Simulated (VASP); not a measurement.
Wanted: the native input for a VASP 6.6.1 run.

```
Task                   : single point
Functional             : PBEsol
Potentials or basis    : VASP PAW PBE potentials, release 64 (Mg, O)
Cutoff                 : 520 eV
k mesh                 : 9 × 9 × 2
Occupations            : gaussian, width 0.05 eV
Spin                   : no spin polarisation
Dipole correction      : no
Further INCAR settings : ALGO = Normal; EDIFF = 1e-06; NBANDS = 36
```

The structure of MgO lies in POSCAR:

```
MgO
1.0
    2.1075959645     -2.1075959645      0.0000000000
    2.1075959645      0.0000000000     -2.1075959645
    9.7179284547      9.2964092618      8.8748900689
Mg O
6 6
Direct
    1.0000000000     -0.0680132266      0.3400661328
    0.3333333333      0.2955482075      0.1889256293
    0.6666666667      0.5684253394      0.4912066363
    1.0000000000      0.8413024714      0.7934876432
    0.3333333333      0.2048639054      0.6423471398
    0.6666666667      0.6591096415      0.0377851259
    0.6666666667      0.6137674905      0.2644958811
    0.0000000000     -0.0226710755      0.1133553776
    0.3333333333      0.2502060564      0.4156363846
    0.6666666667      0.5230831884      0.7179173915
    1.0000000000      0.8866446224      0.5667768880
    0.3333333333      0.1595217543      0.8690578950
```

This cell differs from its parent crystal: the part above a cut slid along it.

One way to write it, as run:

INCAR

```
SYSTEM = MgO
PREC = Accurate
ENCUT = 520
EDIFF = 1E-6
ISMEAR = 0
SIGMA = 0.05
LREAL = .FALSE.
LASPH = .TRUE.
NELM = 60
ALGO = Normal
ISIF = 2
LWAVE = .FALSE.
LCHARG = .FALSE.
GGA = PS
NBANDS = 36
```

KPOINTS

```
Automatic mesh
0
G
  9 9 2
  0 0 0
```

Potentials or basis: VASP PAW PBE potentials, release 64 (Mg, O).

The run is started by

```sh
$ cat potpaw_PBE.64/Mg/POTCAR potpaw_PBE.64/O/POTCAR > POTCAR
$ mpirun -np 1 vasp_std > vasp.out
```

It gave:

```json
{
 "Pressure": "-1.7 GPa",
 "Largest force": "1.905 eV/Å",
 "Band gap on the k mesh": "zero (bands 24 and 25 overlap by 0.23 eV)"
}
```

Caveat: the cell differs from its parent crystal (the part above a cut slid along it); semilocal functionals underestimate gaps, and a narrow one can read as zero; the PAW data sets were made with another functional, which shifts forces and pressure a little.

Run time: 4.6 min on 1 thread of Intel(R) Xeon(R) 6975P-C (Granite Rapids) (shared host), peak memory 0.42 GiB.
